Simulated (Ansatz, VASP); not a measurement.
One calculation of ZnS, two programs

File INCAR:

```
PREC     = Accurate       # precision mode
ENCUT    = 520            # plane-wave cutoff, eV
EDIFF    = 1E-8           # SCF threshold, eV
ISMEAR   = -1             # smearing method
SIGMA    = 0.03           # smearing width, eV
LREAL    = F              # projectors in reciprocal space
LASPH    = T              # aspherical terms in the spheres
NELM     = 60             # most SCF steps
ALGO     = Normal         # electronic algorithm
ISIF     = 2              # what is computed and relaxed
LWAVE    = F              # write WAVECAR
LCHARG   = F              # write CHGCAR
GGA      = PS             # functional
LEFG     = T            
NBANDS   = 26             # bands
```

The input KPOINTS:

```
regular mesh
0
Gamma
  8 8 5
```

The input POSCAR:

```
ZnS
1.0
    3.8611492535      0.0000000000      0.0000000000
   -1.9305746268      3.3438533413      0.0000000000
    0.0000000000      0.0000000000      6.3160357234
Zn S
2 2
Direct
    0.3333333333      0.6666666667      0.0000000000
    0.6666666667      0.3333333333      0.5000000000
    0.3333333333      0.6666666667      0.3850000000
    0.6666666667      0.3333333333      0.8850000000
```

Input for Ansatz:

```yaml
crystal:
  lattice:
    - [3.8611492535, 0.0, 0.0]
    - [-1.9305746268, 3.3438533413, 0.0]
    - [0.0, 0.0, 6.3160357234]
  atoms:
    - { symbol: Zn, position: [0.3333333333, 0.6666666667, 0.0] }
    - { symbol: Zn, position: [0.6666666667, 0.3333333333, 0.5] }
    - { symbol: S, position: [0.3333333333, 0.6666666667, 0.385] }
    - { symbol: S, position: [0.6666666667, 0.3333333333, 0.885] }
kpoints:
  mp_grid: { grid: [8, 8, 5] }
scf:
  occupations: { method: fermi_dirac, width: 0.03 }
hamiltonian:
  xc: pbesol
  pseudopotentials: { kind: all_electron, datasets: crystal }
output:
  forces: true
  stress: true
  eigenvalues: true
  efg: { contact_densities: true }
```

Change from the starting cell: volume scaled by 1.04, crystal datasets.

Alike in both runs: task electric field gradients; functional PBEsol; k mesh 8 × 8 × 5; occupations fermi-dirac, width 0.03 eV; no spin polarisation.

|  | VASP | Ansatz |
| --- | --- | --- |
| version | VASP 6.6.1 | Ansatz 0.2.0 |
| potentials or method | VASP PAW PBE potentials, release 64 (Zn, S), cutoff 520 eV | all-electron PAW with datasets made for the crystal, scalar-relativistic |

```csv
,VASP,Ansatz,Ansatz less VASP
gap on the k mesh at the Fermi level (eV),1.93,1.93,-0.001
pressure (GPa),-3.7,-3.9,-0.16
"traceless stress, the component that is largest in VASP (GPa)",-0.87,-0.86,+0.011
rms of the force components (eV/Å),0.152,0.151,-0.0014
size of Vzz on the site where it differs most (V/Å²),18.3,17.3,-1.04
```

VASP's potentials were made for PBE, not for PBEsol. Atom by atom the forces differ by 0.001 eV/Å (rms over components). Ansatz ran all-electron here, and VASP with PAW potentials.
